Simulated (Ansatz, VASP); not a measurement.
Two plane-wave programs on Si7P

```xyz
8
Lattice="5.4200 0.0000 0.0000 0.0000 5.4200 0.0000 0.0000 0.0000 5.4200" Properties=species:S:1:pos:R:3 pbc="T T T"
Si    0.0000    2.7100    2.7100
Si    4.0650    4.0650    1.3550
Si    2.7100    0.0000    2.7100
Si    4.0650    1.3550    4.0650
Si    2.7100    2.7100    0.0000
Si    1.3550    4.0650    4.0650
Si    1.3550    1.3550    1.3550
P     0.0000    0.0000    0.0000
```

Change from the starting cell: built by hand: ordered substituted diamond (P-43m, No. 215).

Alike in both runs: task relaxation of cell and atoms; functional PBE; k mesh 6 × 6 × 6; occupations gaussian, width 0.1 eV; no spin polarisation.

|  | VASP | Ansatz |
| --- | --- | --- |
| version | VASP 6.6.1 | Ansatz 0.2.0 |
| potentials or method | VASP PAW PBE potentials, release 64 (Si, P), cutoff 600 eV | scalar-relativistic, plane waves, PAW |
| valence electrons in the cell | 33 | 33 |

Ansatz gave:

* gap on the k mesh at the Fermi level, each at its own relaxed structure (eV): none
* relaxed volume (Å³/atom): 20.01
* relaxed length of the cell vector where the two differ most in proportion (Å): 5.429

Problem. What did VASP give for the same quantities?

Solution. gap on the k mesh at the Fermi level, each at its own relaxed structure (eV): none; relaxed volume (Å³/atom): 19.98; relaxed length of the cell vector where the two differ most in proportion (Å): 5.427.

A gap of «none» marks a metal or a gap that the smearing closes.

Noted on VASP's run: too few bands were computed for a metal, which touches its energy and stress.
